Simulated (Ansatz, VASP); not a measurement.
# Ni in VASP and in Ansatz

```
CELL_PARAMETERS angstrom
0.00000 1.71406 1.71406
1.71406 0.00000 1.71406
1.71406 1.71406 0.00000
ATOMIC_POSITIONS crystal
Ni 0.00000 0.00000 0.00000
```

Alike in both runs: task single point; functional BLYP; k mesh 25 × 25 × 25; occupations fermi-dirac, width 0.05 eV; collinear spin.

```csv
,VASP,Ansatz
version,VASP 6.6.1,Ansatz 0.2.0
potentials or method,"VASP PAW PBE potentials, release 64 (Ni), cutoff 520 eV","plane waves (420 eV) with PAW, scalar-relativistic"
valence electrons in the cell,10,18
```

Ansatz gave:

- net moment per atom (μB): 0.60
- size of the moment on the site where the two differ most (μB): 0.63

Problem. Which values does VASP return?

Solution. net moment per atom (μB): 0.59; size of the moment on the site where the two differ most (μB): 0.59.

VASP's potentials were made for PBE, not for BLYP. Site moments also hang on the region over which each program counts them. VASP's potentials hold 10 valence electrons a cell and Ansatz's 18, so a difference there can come from the potentials and not from the codes.
